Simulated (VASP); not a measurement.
# Ca (Fm-3m) in VASP: single point with r2SCAN

Aim: the single point of Ca with r2SCAN.

All numbers are computed with VASP 6.6.1; they aren't measurements. Logs are shortened: lines on timing, memory, paths and dates and some standing lists are left out, and cuts for length are marked.

## 1. The cell of the first run

It takes space group Fm-3m (No. 225, cubic). The conventional cell has a = 5.590 Å, b = 5.590 Å, c = 5.590 Å, α = 90.00°, β = 90.00°, γ = 90.00°. Ca (site symmetry m-3m) has 12 Ca at 3.95 Å within 5.2 Å.

## 2. Single point, r2SCAN

POSCAR

```
Ca
1.0
    5.5900000000      0.0000000000      0.0000000000
    0.0000000000      5.5900000000      0.0000000000
    0.0000000000      0.0000000000      5.5900000000
Ca
4
Direct
    0.0000000000      0.0000000000      0.0000000000
    0.0000000000      0.5000000000      0.5000000000
    0.5000000000      0.0000000000      0.5000000000
    0.5000000000      0.5000000000      0.0000000000
```

INCAR.step1

```
PREC = Accurate
ENCUT = 520
ISMEAR = 0
SIGMA = 0.1
LREAL = F
LASPH = T
NELM = 60
NBANDS = 28
GGA = PE
ALGO = Normal
EDIFF = 1E-4
LWAVE = T
LCHARG = F
```

INCAR.step2

```
PREC = Accurate
ENCUT = 520
EDIFF = 1E-6
ISMEAR = 0
SIGMA = 0.1
LREAL = F
LASPH = T
NELM = 60
ALGO = Normal
ISIF = 2
LWAVE = F
LCHARG = F
METAGGA = R2SCAN
LMIXTAU = T
NBANDS = 28
ISTART = 1
```

KPOINTS

```
regular mesh
0
Gamma
  4 4 4
```

Potentials or basis: VASP PAW PBE potentials, release 64 (Ca_sv).

Run with:

```console
$ cat potpaw_PBE.64/Ca_sv/POTCAR > POTCAR
$ cp INCAR.step1 INCAR
$ mpirun -np 1 vasp_std > vasp.out
$ cp INCAR.step2 INCAR
$ mpirun -np 1 vasp_std > vasp.out
```

OUTCAR:

```text
PREC = Accurate
   ENCUT = 520
   EDIFF = 1E-6
   ISMEAR = 0
   LREAL = F
   LASPH = T
   NELM = 60
   ISIF = 2
   METAGGA = R2SCAN
   ISTART = 1

 ion  position               nearest neighbor table
   1  0.000  0.000  0.000-
   2  0.000  0.500  0.500-
   3  0.500  0.000  0.500-
   4  0.500  0.500  0.000-

  LATTYP: Found a simple cubic cell.
 ALAT       =     5.5900000000

  Lattice vectors:

 A1 = (   5.5900000000,   0.0000000000,   0.0000000000)
 A2 = (   0.0000000000,   5.5900000000,   0.0000000000)
 A3 = (   0.0000000000,   0.0000000000,   5.5900000000)

Analysis of symmetry for initial positions (statically):
=====================================================================
 Subroutine PRICEL returns following result:

  LATTYP: Found a face centered cubic cell.
 ALAT       =     5.5900000000

  Lattice vectors:

 A1 = (   2.7950000000,  -2.7950000000,   0.0000000000)
 A2 = (   2.7950000000,   0.0000000000,   2.7950000000)
 A3 = (   0.0000000000,  -2.7950000000,   2.7950000000)

   4 primitive cells build up your supercell.

 Routine SETGRP: Setting up the symmetry group for a
 simple cubic supercell.

 Subroutine GETGRP returns: Found 48 space group operations
 (whereof 48 operations were pure point group operations)
 out of a pool of 48 trial point group operations.

The static configuration has the point symmetry O_h .

Analysis of symmetry for dynamics (positions and initial velocities):
=====================================================================
 Subroutine PRICEL returns following result:

  LATTYP: Found a face centered cubic cell.
 ALAT       =     5.5900000000

  Lattice vectors:

 A1 = (   2.7950000000,  -2.7950000000,   0.0000000000)
 A2 = (   2.7950000000,   0.0000000000,   2.7950000000)
 A3 = (   0.0000000000,  -2.7950000000,   2.7950000000)

   4 primitive cells build up your supercell.

 Routine SETGRP: Setting up the symmetry group for a
 simple cubic supercell.

 Subroutine GETGRP returns: Found 48 space group operations
 (whereof 48 operations were pure point group operations)
 out of a pool of 48 trial point group operations.

The dynamic configuration has the point symmetry O_h .

 Subroutine INISYM returns: Found 48 space group operations
 (whereof 48 operations are pure point group operations),
 and found     4 'primitive' translations

----------------------------------------------------------------------------------------

                                     Primitive cell

  volume of cell :      43.6692

  direct lattice vectors                    reciprocal lattice vectors
     2.795000000 -2.795000000  0.000000000     0.178890877 -0.178890877 -0.178890877
     2.795000000  0.000000000  2.795000000     0.178890877  0.178890877  0.178890877
     0.000000000 -2.795000000  2.795000000    -0.178890877 -0.178890877  0.178890877

  length of vectors
     3.952726907  3.952726907  3.952726907     0.309848087  0.309848087  0.309848087

  position of ions in fractional coordinates (direct lattice)
     0.000000000  0.000000000  0.000000000

  ion indices of the primitive-cell ions
   primitive index   ion index
                 1           1

----------------------------------------------------------------------------------------

 KPOINTS: regular mesh

Automatic generation of k-mesh.
 Grid dimensions read from file:
 generate k-points for:    4    4    4

 Generating k-lattice:

  Cartesian coordinates                     Fractional coordinates (reciprocal lattice)
     0.044722719  0.000000000  0.000000000     0.250000000  0.000000000  0.000000000
     0.000000000  0.044722719  0.000000000     0.000000000  0.250000000  0.000000000
     0.000000000  0.000000000  0.044722719     0.000000000  0.000000000  0.250000000

  Length of vectors
     0.044722719  0.044722719  0.044722719

  Shift w.r.t. Gamma in fractional coordinates (k-lattice)
     0.000000000  0.000000000  0.000000000

 Subroutine IBZKPT returns following result:
 ===========================================

 Found     10 irreducible k-points:

 Following reciprocal coordinates:
            Coordinates               Weight
  0.000000  0.000000  0.000000      1.000000
  0.250000  0.000000  0.000000      6.000000
  0.500000  0.000000  0.000000      3.000000
  0.250000  0.250000  0.000000     12.000000
  0.500000  0.250000  0.000000     12.000000
  0.500000  0.500000  0.000000      3.000000
  0.250000  0.250000  0.250000      8.000000
  0.500000  0.250000  0.250000     12.000000
  0.500000  0.500000  0.250000      6.000000
  0.500000  0.500000  0.500000      1.000000
   k-points           NKPTS =     10   k-points in BZ     NKDIM =     10   number of bands    NBANDS=     28
   number of dos      NEDOS =    301   number of ions     NIONS =      4
   total plane-waves  NPLWV =  74088
   dimension x,y,z NGX =    42 NGY =   42 NGZ =   42
   dimension x,y,z NGXF=    84 NGYF=   84 NGZF=   84
   ions per type =               4
   NGX,Y,Z   is equivalent  to a cutoff of  12.49, 12.49, 12.49 a.u.
   NGXF,Y,Z  is equivalent  to a cutoff of  24.98, 24.98, 24.98 a.u.
 SYSTEM =  unknown system
   PREC   = accura    normal or accurate (medium, high low for compatibility)
   ISTART =      1    job   : 0-new  1-cont  2-samecut
   ICHARG =      0    charge: 1-file 2-atom 10-const
   ISPIN  =      1    spin polarized calculation?
   LNONCOLLINEAR =      F non collinear calculations
   LSORBIT =      F    spin-orbit coupling
   LASPH  =      T    aspherical Exc in radial PAW
   ENCUT  =  520.0 eV  38.22 Ry    6.18 a.u.  10.39 10.39 10.39*2*pi/ulx,y,z
   NELM   =     60;   NELMIN=  2; NELMDL=  0     # of ELM steps
   EDIFF  = 0.1E-05   stopping-criterion for ELM
   LREAL  =      F    real-space projection
   EDIFFG = 0.1E-04   stopping-criterion for IOM
   NSW    =      0    number of steps for IOM
   IBRION =     -1    ionic relax: 0-MD 1-quasi-New 2-CG
   NFREE  =      0    steps in history (QN), initial steepest desc. (CG)
   ISIF   =      2    stress and relaxation
   ISYM   =      2    0-nonsym 1-usesym 2-fastsym
   POTIM  = 0.5000    time-step for ionic-motion
   TEBEG  =    0.0;   TEEND  =   0.0 temperature during run
   PSTRESS=    0.0 pullay stress
   NELECT =      40.0000    total number of electrons
   NUPDOWN=      -1.0000    fix difference up-down
   EMIN   =  10.00;   EMAX   =-10.00  energy-range for DOS
   EFERMI =   0.00;   METHOD = LEGACY
   ISMEAR =     0;   SIGMA  =   0.10  broadening in eV -4-tet -1-fermi 0-gaus
   EFERMI_NEDOS =   21; number of points for ismear=-14 and -15
   IALGO  =     38    algorithm
   IMIX   =      4    mixing-type and parameters
     AMIX     =   0.40;   BMIX     =  1.00
     AMIX_MAG =   1.60;   BMIX_MAG =  1.00
  volume/ion in A,a.u.               =      43.67       294.69
  Fermi-wavevector in a.u.,A,eV,Ry     =   1.001574  1.892700 13.648689  1.003150
  Thomas-Fermi vector in A             =   2.134005
   LORBIT       =      0    0 simple, 1 ext, 2 COOP (PROOUT), +10 PAW based schemes
   METAGGA = R2SCAN    functional components
   LHFCALC =     F    Hartree Fock is set to
   AEXX    =    0.0000 exact exchange contribution
   IVDW    =     0    specifies the selected vdW correction
   LEPSILON=     F    determine dielectric tensor
   LRPA    =     F    only Hartree local field effects (RPA)
 non-spin polarized calculation
 Gauss-broadening in eV      SIGMA  =   0.10
  energy-cutoff  :      520.00
  volume of cell :      174.68
 maximum number of plane-waves:      4729
 NGX is ok and might be reduce to    42
   NGX = 21   NGY = 21   NGZ = 21

 number of electron      39.9999977 magnetization

 Free energy of the ion-electron system (eV)
  ---------------------------------------------------
  ext. energy  EPLUGINS =         0.00000000
  ---------------------------------------------------
  free energy    TOTEN  =       -28.16011656 eV

  energy without entropy =      -28.13318519  energy(sigma->0) =      -28.14665088

 E-fermi :   1.7698     XC(G=0):  -8.1120

 val. band max:        1.7592902196   @ k =   0.2500   0.0000   0.0000
 cond. band min:       1.9347714739   @ k =   0.2500   0.2500   0.0000
 fundamental gap:      0.1754812542
 Fermi energy:         1.7698343604

 k-point     1 :       0.0000    0.0000    0.0000
  band No.  band energies     occupation
      1     -41.9973      2.00000
      2     -41.9809      2.00000
      3     -41.9809      2.00000
      4     -41.9809      2.00000
      5     -22.1502      2.00000
      6     -22.1502      2.00000
[... 20 lines left out ...]
     27       4.5172      0.00000
     28       4.5172      0.00000

 k-point     2 :       0.2500    0.0000    0.0000
  band No.  band energies     occupation
      1     -41.9949      2.00000
      2     -41.9833      2.00000
      3     -41.9809      2.00000
      4     -41.9809      2.00000
      5     -22.1393      2.00000
      6     -22.1393      2.00000
[... 20 lines left out ...]
     27       4.1484      0.00000
     28       4.6554      0.00000

 k-point     3 :       0.5000    0.0000    0.0000
  band No.  band energies     occupation
      1     -41.9891      2.00000
      2     -41.9891      2.00000
      3     -41.9809      2.00000
      4     -41.9809      2.00000
      5     -22.1130      2.00000
      6     -22.1130      2.00000
[... 20 lines left out ...]
     27       4.3581      0.00000
     28       4.3581      0.00000

 k-point     4 :       0.2500    0.2500    0.0000
  band No.  band energies     occupation
      1     -41.9928      2.00000
      2     -41.9829      2.00000
      3     -41.9829      2.00000
      4     -41.9812      2.00000
      5     -22.1307      2.00000
      6     -22.1307      2.00000
[... 144 lines left out ...]
     27       4.2475      0.00000
     28       4.2475      0.00000

 k-point     9 :       0.5000    0.5000    0.2500
  band No.  band energies     occupation
      1     -41.9850      2.00000
      2     -41.9850      2.00000
      3     -41.9850      2.00000
      4     -41.9850      2.00000
      5     -22.1436      2.00000
      6     -22.1436      2.00000
[... 20 lines left out ...]
     27       4.0882      0.00000
     28       4.0882      0.00000

 k-point    10 :       0.5000    0.5000    0.5000
  band No.  band energies     occupation
      1     -41.9850      2.00000
      2     -41.9850      2.00000
      3     -41.9850      2.00000
      4     -41.9850      2.00000
      5     -22.1579      2.00000
      6     -22.1579      2.00000
[... 20 lines left out ...]
     27       4.3892      0.00000
     28       4.3892      0.00000

------------------------ aborting loop because EDIFF is reached ----------------------------------------

  FORCE on cell =-STRESS in cart. coord.  units (eV):
  Direction    XX          YY          ZZ          XY          YZ          ZX
  --------------------------------------------------------------------------------------
  -------------------------------------------------------------------------------------
  Total        0.0155158      0.0155158      0.0155158      0.0000000      0.0000000     -0.0000000
  in kB        0.1423143      0.1423143      0.1423143      0.0000000      0.0000000     -0.0000000
  external PRESSURE =       0.1423143 kB  Pullay stress =       0.0000000 kB

 VOLUME and BASIS-vectors are now :
 -----------------------------------------------------------------------------
  energy-cutoff  :      520.00
  volume of cell :      174.68
      direct lattice vectors                 reciprocal lattice vectors
     5.590000000  0.000000000  0.000000000     0.178890877  0.000000000  0.000000000
     0.000000000  5.590000000  0.000000000     0.000000000  0.178890877  0.000000000
     0.000000000  0.000000000  5.590000000     0.000000000  0.000000000  0.178890877

 POSITION                                       TOTAL-FORCE (eV/Angst)
 -----------------------------------------------------------------------------------
      0.00000      0.00000      0.00000        -0.000000     -0.000000      0.000000
      0.00000      2.79500      2.79500         0.000000     -0.000000      0.000000
      2.79500      0.00000      2.79500         0.000000      0.000000     -0.000000
      2.79500      2.79500      0.00000         0.000000     -0.000000     -0.000000
 -----------------------------------------------------------------------------------
    total drift:                                0.000000     -0.000000     -0.000000

  FREE ENERGIE OF THE ION-ELECTRON SYSTEM (eV)
  ---------------------------------------------------
  free  energy   TOTEN  =       -28.1601165637 eV

  energy  without entropy=      -28.1331851908  energy(sigma->0) =      -28.14665088
```

It took 86 s on 1 thread of Intel Xeon 6975P-C (Granite Rapids), shared host; peak memory 0.29 GiB.

Results:

```yaml
Free_energy: -28.1601 eV
Pressure: 0.0 GPa
Band_gap_on_the_k_mesh: zero (band 20 reaches 2.13 eV, above the bottom of band 21 at 1.55 eV)
```

Levels at points of the mesh, in eV from the Fermi level:
| k point | band 17 | band 18 | band 19 | band 20 | band 21 | band 22 | band 23 | band 24 |
| --- | --- | --- | --- | --- | --- | --- | --- | --- |
| (0.00, 0.00, 0.00) | -4.14 | -0.28 | -0.28 | -0.28 | 0.87 | 0.87 | 0.87 | 0.98 |
| (0.50, 0.00, 0.00) | -2.75 | -2.75 | 0.36 | 0.36 | 0.86 | 0.86 | 0.86 | 0.86 |
| (0.50, 0.50, 0.00) | -1.53 | -1.53 | -1.53 | -1.53 | 1.20 | 1.20 | 1.20 | 1.20 |
| (0.50, 0.50, 0.50) | -0.84 | -0.84 | -0.84 | -0.84 | -0.22 | -0.22 | -0.22 | -0.22 |

Caveat: the PAW data sets were made with another functional, which shifts forces and pressure a little.
